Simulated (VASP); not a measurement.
# Al8N in VASP: further runs

Al8N is run at these levels: PBE; tasks: single point.

All numbers are computed with VASP 6.6.1; they aren't measurements. Logs are shortened: lines on timing, memory, paths and dates and some standing lists are left out, and cuts for length are marked.

### 1 The cell of the first run

The cell holds a slab with vacuum, 9 atoms: a = 2.854 Å, b = 2.854 Å, c = 33.476 Å, α = 90.00°, β = 90.00°, γ = 120.00°.

### 2 Single point, PBE

Contents of INCAR:

```
PREC = Accurate
ENCUT = 520
EDIFF = 1E-6
ISMEAR = 0
SIGMA = 0.1
LREAL = F
LASPH = T
NELM = 80
ALGO = Normal
ISIF = 2
LWAVE = F
LCHARG = F
LDIPOL = T
IDIPOL = 3
DIPOL = 0.5 0.5 0.400
GGA = PE
NBANDS = 24
```

Contents of KPOINTS:

```
regular mesh
0
Gamma
  9 9 1
```

Contents of POSCAR:

```
Al8N
1.0
    2.8543223330      0.0000000000      0.0000000000
   -1.4271611665      2.4719156510      0.0000000000
    0.0000000000      0.0000000000     33.4760593533
Al N
8 1
Direct
    0.3333333333      0.6666666667      0.1194883770
    0.0000000000      0.0000000000      0.1895622803
    0.6666666667      0.3333333333      0.2596361837
    0.0000000000      0.0000000000      0.3297100869
    0.3333333333      0.6666666667      0.3992195594
    0.0000000000      0.0000000000      0.4696536480
    0.6666666667      0.3333333333      0.5400996810
    0.0000000000      0.0000000000      0.6116627748
    0.4444444444     -0.4444444444      0.6854468476
```

Potentials or basis: VASP PAW PBE potentials, release 64 (Al, N).

The run is started by

```
> cat potpaw_PBE.64/Al/POTCAR potpaw_PBE.64/N/POTCAR > POTCAR
> mpirun -np 1 vasp_std > vasp.out
```

OUTCAR:

```text
PREC = Accurate
   ENCUT = 520
   EDIFF = 1E-6
   ISMEAR = 0
   LREAL = F
   LASPH = T
   NELM = 80
   ISIF = 2
   GGA = PE

 ion  position               nearest neighbor table
   1  0.333  0.667  0.119-   2 2.87   2 2.87   2 2.87
   2  0.000  0.000  0.190-   1 2.87   1 2.87   1 2.87   3 2.87   3 2.87   3 2.87
   3  0.667  0.333  0.260-   4 2.87   4 2.87   4 2.87   2 2.87   2 2.87   2 2.87
   4  0.000  0.000  0.330-   5 2.85   5 2.85   5 2.85   3 2.87   3 2.87   3 2.87
   5  0.333  0.667  0.399-   4 2.85   4 2.85   4 2.85   6 2.88   6 2.88   6 2.88
   6  0.000  0.000  0.470-   5 2.88   5 2.88   5 2.88   7 2.88   7 2.88   7 2.88
   7  0.667  0.333  0.540-   6 2.88   6 2.88   6 2.88   8 2.91   8 2.91   8 2.91
   8  0.000  0.000  0.612-   7 2.91   7 2.91   7 2.91
   9  0.444  0.556  0.685-

  LATTYP: Found a hexagonal cell.
 ALAT       =     2.8543223330
 C/A-ratio  =    11.7281986573

  Lattice vectors:

 A1 = (   2.8543223330,   0.0000000000,   0.0000000000)
 A2 = (  -1.4271611665,   2.4719156510,   0.0000000000)
 A3 = (   0.0000000000,   0.0000000000,  33.4760593533)

Analysis of symmetry for initial positions (statically):
=====================================================================
 Subroutine PRICEL returns:
 Original cell was already a primitive cell.

 Routine SETGRP: Setting up the symmetry group for a
 hexagonal supercell.

 Subroutine GETGRP returns: Found  2 space group operations
 (whereof  2 operations were pure point group operations)
 out of a pool of 24 trial point group operations.

The static configuration has the point symmetry C_1h.

Analysis of symmetry for dynamics (positions and initial velocities):
=====================================================================
 Subroutine PRICEL returns:
 Original cell was already a primitive cell.

 Routine SETGRP: Setting up the symmetry group for a
 hexagonal supercell.

 Subroutine GETGRP returns: Found  2 space group operations
 (whereof  2 operations were pure point group operations)
 out of a pool of 24 trial point group operations.

The dynamic configuration has the point symmetry C_1h.

 Subroutine INISYM returns: Found  2 space group operations
 (whereof  2 operations are pure point group operations),
 and found     1 'primitive' translations

----------------------------------------------------------------------------------------

                                     Primitive cell

  volume of cell :     236.1952

  direct lattice vectors                    reciprocal lattice vectors
     2.854322333  0.000000000  0.000000000     0.350345856  0.202272274  0.000000000
    -1.427161166  2.471915651  0.000000000     0.000000000  0.404544548  0.000000000
     0.000000000  0.000000000 33.476059353     0.000000000  0.000000000  0.029872094

  length of vectors
     2.854322333  2.854322333 33.476059353     0.404544548  0.404544548  0.029872094

  position of ions in fractional coordinates (direct lattice)
     0.333333333  0.666666667  0.119488377
     0.000000000  0.000000000  0.189562280
     0.666666667  0.333333333  0.259636184
     0.000000000  0.000000000  0.329710087
     0.333333333  0.666666667  0.399219559
     0.000000000  0.000000000  0.469653648
     0.666666667  0.333333333  0.540099681
     0.000000000  0.000000000  0.611662775
     0.444444444  0.555555556  0.685446848

  ion indices of the primitive-cell ions
   primitive index   ion index
                 1           1
                 2           2
                 3           3
                 4           4
                 5           5
                 6           6
                 7           7
                 8           8
                 9           9

----------------------------------------------------------------------------------------

 KPOINTS: regular mesh

Automatic generation of k-mesh.
 Grid dimensions read from file:
 generate k-points for:    9    9    1

 Generating k-lattice:

  Cartesian coordinates                     Fractional coordinates (reciprocal lattice)
     0.038927317  0.022474697  0.000000000     0.111111111 -0.000000000  0.000000000
     0.000000000  0.044949394  0.000000000     0.000000000  0.111111111  0.000000000
     0.000000000  0.000000000  0.029872094     0.000000000  0.000000000  1.000000000

  Length of vectors
     0.044949394  0.044949394  0.029872094

  Shift w.r.t. Gamma in fractional coordinates (k-lattice)
     0.000000000  0.000000000  0.000000000

 Subroutine IBZKPT returns following result:
 ===========================================

 Found     25 irreducible k-points:

 Following reciprocal coordinates:
            Coordinates               Weight
  0.000000  0.000000  0.000000      1.000000
  0.111111  0.000000  0.000000      4.000000
 -0.111111  0.111111  0.000000      2.000000
  0.222222  0.000000  0.000000      4.000000
 -0.222222  0.222222  0.000000      2.000000
  0.333333  0.000000  0.000000      4.000000
[... 16 lines left out ...]
 -0.222222 -0.444444  0.000000      4.000000
  0.444444  0.333333  0.000000      4.000000
   k-points           NKPTS =     25   k-points in BZ     NKDIM =     25   number of bands    NBANDS=     24
   number of dos      NEDOS =    301   number of ions     NIONS =      9
   total plane-waves  NPLWV = 144000
   dimension x,y,z NGX =    24 NGY =   24 NGZ =  250
   dimension x,y,z NGXF=    48 NGYF=   48 NGZF=  500
   ions per type =               8   1
   NGX,Y,Z   is equivalent  to a cutoff of  13.98, 13.98, 12.42 a.u.
   NGXF,Y,Z  is equivalent  to a cutoff of  27.96, 27.96, 24.83 a.u.
 SYSTEM =  unknown system
   PREC   = accura    normal or accurate (medium, high low for compatibility)
   ISTART =      0    job   : 0-new  1-cont  2-samecut
   ICHARG =      2    charge: 1-file 2-atom 10-const
   ISPIN  =      1    spin polarized calculation?
   LNONCOLLINEAR =      F non collinear calculations
   LSORBIT =      F    spin-orbit coupling
   LASPH  =      T    aspherical Exc in radial PAW
   ENCUT  =  520.0 eV  38.22 Ry    6.18 a.u.   5.31  5.31 62.24*2*pi/ulx,y,z
   NELM   =     80;   NELMIN=  2; NELMDL= -5     # of ELM steps
   EDIFF  = 0.1E-05   stopping-criterion for ELM
   LREAL  =      F    real-space projection
   EDIFFG = 0.1E-04   stopping-criterion for IOM
   NSW    =      0    number of steps for IOM
   IBRION =     -1    ionic relax: 0-MD 1-quasi-New 2-CG
   NFREE  =      0    steps in history (QN), initial steepest desc. (CG)
   ISIF   =      2    stress and relaxation
   ISYM   =      2    0-nonsym 1-usesym 2-fastsym
   POTIM  = 0.5000    time-step for ionic-motion
   TEBEG  =    0.0;   TEEND  =   0.0 temperature during run
   PSTRESS=    0.0 pullay stress
   NELECT =      29.0000    total number of electrons
   NUPDOWN=      -1.0000    fix difference up-down
   EMIN   =  10.00;   EMAX   =-10.00  energy-range for DOS
   EFERMI =   0.00;   METHOD = LEGACY
   ISMEAR =     0;   SIGMA  =   0.10  broadening in eV -4-tet -1-fermi 0-gaus
   EFERMI_NEDOS =   21; number of points for ismear=-14 and -15
   IALGO  =     38    algorithm
   IMIX   =      4    mixing-type and parameters
     AMIX     =   0.40;   BMIX     =  1.00
     AMIX_MAG =   1.60;   BMIX_MAG =  1.00
  volume/ion in A,a.u.               =      26.24       177.10
  Fermi-wavevector in a.u.,A,eV,Ry     =   0.813674  1.537621  9.007949  0.662066
  Thomas-Fermi vector in A             =   1.923442
   LORBIT       =      0    0 simple, 1 ext, 2 COOP (PROOUT), +10 PAW based schemes
   GGA     = PE    functional components
   LHFCALC =     F    Hartree Fock is set to
   AEXX    =    0.0000 exact exchange contribution
   IVDW    =     0    specifies the selected vdW correction
   LEPSILON=     F    determine dielectric tensor
   LRPA    =     F    only Hartree local field effects (RPA)
 non-spin polarized calculation
 Gauss-broadening in eV      SIGMA  =   0.10
  energy-cutoff  :      520.00
  volume of cell :      236.20
 maximum number of plane-waves:      6403
 NGX is ok and might be reduce to    24
   NGX = 11   NGY = 11   NGZ =125

 number of electron      29.0000000 magnetization

 dipolmoment           0.000000      0.000000      0.144777 electrons x Angstroem

 Free energy of the ion-electron system (eV)
  ---------------------------------------------------
  ext. energy  EPLUGINS =         0.00000000
  ---------------------------------------------------
  free energy    TOTEN  =       -32.41197121 eV

  energy without entropy =      -32.38910084  energy(sigma->0) =      -32.40053602

 E-fermi :   2.2636     XC(G=0):  -6.7669

 val. band max:        2.2524744538   @ k =  -0.2222   0.4444   0.0000
 cond. band min:       2.2767209850   @ k =   0.0000   0.0000   0.0000
 fundamental gap:      0.0242465312
 Fermi energy:         2.2635606117

 k-point     1 :       0.0000    0.0000    0.0000
  band No.  band energies     occupation
      1     -10.7199      2.00000
      2      -8.8155      2.00000
      3      -8.4939      2.00000
      4      -8.0378      2.00000
      5      -7.3433      2.00000
      6      -6.5370      2.00000
[... 16 lines left out ...]
     23      11.0639      0.00000
     24      12.3114      0.00000

 k-point     2 :       0.1111    0.0000    0.0000
  band No.  band energies     occupation
      1     -10.5816      2.00000
      2      -8.5170      2.00000
      3      -8.1963      2.00000
      4      -7.7414      2.00000
      5      -7.0486      2.00000
      6      -6.2442      2.00000
[... 16 lines left out ...]
     23       9.8374      0.00000
     24      10.0402      0.00000
[... 565 lines left out ...]
     23       3.6873      0.00000
     24       3.9452      0.00000

 k-point    24 :       0.4444    0.3333    0.0000
  band No.  band energies     occupation
      1      -9.2220      2.00000
      2      -3.2526      2.00000
      3      -2.9470      2.00000
      4      -2.5180      2.00000
      5      -1.8695      2.00000
      6      -1.1435      2.00000
[... 16 lines left out ...]
     23       3.6093      0.00000
     24       3.9757      0.00000

 [... further k-points ...]

------------------------ aborting loop because EDIFF is reached ----------------------------------------

 vacuum level on the upper side and lower side of the slab       (xc-potential included)         1.819        -1.835

  FORCE on cell =-STRESS in cart. coord.  units (eV):
  Direction    XX          YY          ZZ          XY          YZ          ZX
  --------------------------------------------------------------------------------------
  -------------------------------------------------------------------------------------
  Total       -3.5415829     -3.9898483     -5.0058717     -0.3882092      0.0075539     -0.0130837
  in kB      -24.0235401    -27.0642486    -33.9562173     -2.6333308      0.0512400     -0.0887503
  external PRESSURE =     -28.3480020 kB  Pullay stress =       0.0000000 kB

 VOLUME and BASIS-vectors are now :
 -----------------------------------------------------------------------------
  energy-cutoff  :      520.00
  volume of cell :      236.20
      direct lattice vectors                 reciprocal lattice vectors
     2.854322333  0.000000000  0.000000000     0.350345856  0.202272274  0.000000000
    -1.427161166  2.471915651  0.000000000     0.000000000  0.404544548  0.000000000
     0.000000000  0.000000000 33.476059353     0.000000000  0.000000000  0.029872094

 POSITION                                       TOTAL-FORCE (eV/Angst)
 -----------------------------------------------------------------------------------
     -0.00000      1.64794      4.00000        -0.005661      0.003268     -0.058246
      0.00000      0.00000      6.34580         0.002359     -0.001362      0.057006
      1.42716      0.82397      8.69160         0.003101     -0.001790     -0.011018
      0.00000      0.00000     11.03739         0.001508     -0.000871     -0.075047
     -0.00000      1.64794     13.36430        -0.004989      0.002880      0.233995
      0.00000      0.00000     15.72215         0.000415     -0.000240     -0.152468
      1.42716      0.82397     18.08041         0.036955     -0.021336      0.070265
      0.00000      0.00000     20.47606        -0.046936      0.027098      1.911694
      0.47572      1.37329     22.94606         0.013247     -0.007648     -1.976181
 -----------------------------------------------------------------------------------
    total drift:                                0.000010     -0.000006     -0.000046

  FREE ENERGIE OF THE ION-ELECTRON SYSTEM (eV)
  ---------------------------------------------------
  free  energy   TOTEN  =       -32.4119712069 eV

  energy  without entropy=      -32.3891008385  energy(sigma->0) =      -32.40053602

 vacuum level on the upper side and lower side of the slab         9.941         6.228
```

It took 6.2 min on 1 thread of AMD EPYC 7R43 (Zen 3), shared host; peak memory 0.35 GiB.

What came out:

```
Free energy   : -32.4120 eV
Largest force : 1.976 eV/Å
```

Forces on the atoms (eV/Å):
```
Al  -0.006  0.003 -0.058
Al   0.002 -0.001  0.057
Al   0.003 -0.002 -0.011
Al   0.002 -0.001 -0.075
Al  -0.005  0.003  0.234
Al   0.000  0.000 -0.152
Al   0.037 -0.021  0.070
Al  -0.047  0.027  1.912
N    0.013 -0.008 -1.976
```

### 3 Single point, PBE

Contents of INCAR:

```
SYSTEM = Al8N
PREC = Accurate
ENCUT = 520
EDIFF = 1E-6
ISMEAR = 0
SIGMA = 0.1
LREAL = .FALSE.
LASPH = .TRUE.
NELM = 80
ALGO = Normal
ISIF = 2
LWAVE = .FALSE.
LCHARG = .TRUE.
LDIPOL = .TRUE.
IDIPOL = 3
DIPOL = 0.5 0.5 0.404
GGA = PE
LELF = .TRUE.
LVHAR = .TRUE.
LVACPOTAV = .TRUE.
NBANDS = 24
```

Contents of KPOINTS:

```
Automatic mesh
0
G
  9 9 1
  0 0 0
```

POSCAR: that of step 2 with these lines changed.

```diff
@@ -16,2 +16,2 @@
     0.0000000000      0.0000000000      0.6116627748
-    0.4444444444     -0.4444444444      0.6854468476
+    0.4444444444     -0.4444444444      0.7212933607
```

Potentials or basis: VASP PAW PBE potentials, release 64 (Al, N).

The run is started by

```
> cat potpaw_PBE.64/Al/POTCAR potpaw_PBE.64/N/POTCAR > POTCAR
> mpirun -np 1 vasp_std > vasp.out
```

Run time: 7 min. Hardware: 1 thread of AMD EPYC 7R43 (Zen 3), shared host; peak memory 0.37 GiB.

Results (log left out):

```
Free energy   : -31.2429 eV
Largest force : 0.369 eV/Å
```

Forces in eV/Å, atoms in the order of the input:
```
Al   0.000  0.000 -0.083
Al   0.000  0.000  0.034
Al  -0.001  0.000  0.003
Al   0.000  0.000 -0.126
Al  -0.002  0.001  0.199
Al   0.000  0.000 -0.048
Al   0.004 -0.002 -0.032
Al  -0.003  0.002  0.369
N    0.000  0.000 -0.314
```

Levels at points of the mesh, in eV from the Fermi level:
```
           k point  band 11  band 12  band 13  band 14  band 15  band 16  band 17  band 18
(0.00, 0.00, 0.00)    -2.37    -1.17    -0.51     1.10     1.48     1.48     2.71     3.91
```

### 4 Single point, PBE

Contents of INCAR:

```
SYSTEM = Al8N
  PREC = Accurate
  ENCUT = 520
  EDIFF = 1E-7
  ISMEAR = 0
  SIGMA = 0.1
  LREAL = .False.
  LASPH = .True.
  NELM = 60
  ALGO = Normal
  ISIF = 2
  LWAVE = .False.
  LCHARG = .False.
  LDIPOL = .True.
  IDIPOL = 3
  DIPOL = 0.5 0.5 0.397
  GGA = PE
  NBANDS = 24
```

Contents of KPOINTS:

```
regular mesh
0
Gamma
  9 9 1
  0 0 0
```

POSCAR: that of step 3 with these lines changed.

```diff
@@ -16,2 +16,2 @@
     0.0000000000      0.0000000000      0.6116627748
-    0.4444444444     -0.4444444444      0.7212933607
+    0.5555555556     -0.5555555556      0.6507952183
```

The run is started by

```
> cat potpaw_PBE.64/Al/POTCAR potpaw_PBE.64/N/POTCAR > POTCAR
> mpirun -np 1 vasp_std > vasp.out
```

Wall time 7.8 min (1 thread of AMD EPYC 7R43 (Zen 3), shared host); peak memory 0.37 GiB.

It converged, with:

```
Free energy   : -35.7095 eV
Largest force : 3.050 eV/Å
```

Forces in eV/Å, atoms in the order of the input:
```
Al   0.000  0.000 -0.057
Al   0.002 -0.001  0.039
Al  -0.011  0.007 -0.010
Al   0.002 -0.001 -0.059
Al   0.009 -0.005  0.175
Al   0.001  0.000 -0.076
Al   0.083 -0.048  0.027
Al  -0.206  0.119  3.008
N    0.120 -0.069 -3.047
```

Levels at points of the mesh, in eV from the Fermi level:
```csv
k point,band 9,band 10,band 11,band 12,band 13,band 14,band 15,band 16,band 17,band 18
"(0.00, 0.00, 0.00)",-4.87,-3.53,-2.09,-0.63,0.53,0.96,1.29,2.59,3.82,4.85
```

[end of part 1 of 2]
